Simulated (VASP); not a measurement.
Here is a VASP 6.6.1 calculation.

File INCAR:

```
PREC = Accurate
ENCUT = 600
EDIFF = 1E-6
ISMEAR = -1
SIGMA = 0.05
LREAL = F
LASPH = T
NELM = 60
ALGO = Normal
ISIF = 3
LWAVE = F
LCHARG = F
GGA = PS
IVDW = 12
IBRION = 2
NSW = 60
EDIFFG = -0.01
```

The input KPOINTS:

```
Automatic mesh
0
Gamma
  8 8 6
```

File POSCAR:

```
SiTe
1.0
    3.7143358800      0.0000000000      0.0000000000
   -1.8571679400      3.2167092300      0.0000000000
    0.0000000000      0.0000000000      4.9763725600
Si Te
1 1
Direct
    0.0000000000      0.0000000000      0.5000000000
    0.0000000000      0.0000000000      0.0000000000
```

Potentials or basis: VASP PAW PBE potentials, release 64 (Si, Te).

Launch:

```console
$ cat potpaw_PBE.64/Si/POTCAR potpaw_PBE.64/Te/POTCAR > POTCAR
$ mpirun -np 1 vasp_std > vasp.out
```

Problem. What does it give for the space group after relaxing (to 0.05 Å)?

Solution. P6/mmm (No. 191).

Problem. What does it give for the dispersion energy per atom?

Solution. -0.475 eV.

Problem. What does it give for the relaxed cell?

Solution. a = 3.085 Å, b = 3.085 Å, c = 5.417 Å, α = 90.00°, β = 90.00°, γ = 120.00°.

Problem. What does it give for the band gap on the k mesh?

Solution. Zero (band 5 reaches 12.52 eV, above the bottom of band 6 at 6.17 eV).

Final structure:
```xyz
2
Lattice="3.0855 0.0000 0.0000 -1.5427 2.6721 0.0000 0.0000 0.0000 5.4174" Properties=species:S:1:pos:R:3 pbc="T T T"
Si    0.0000    0.0000    2.7087
Te    0.0000    0.0000    0.0000
```

Caveat: spin-orbit coupling is left out, which moves the levels of the heavy elements.
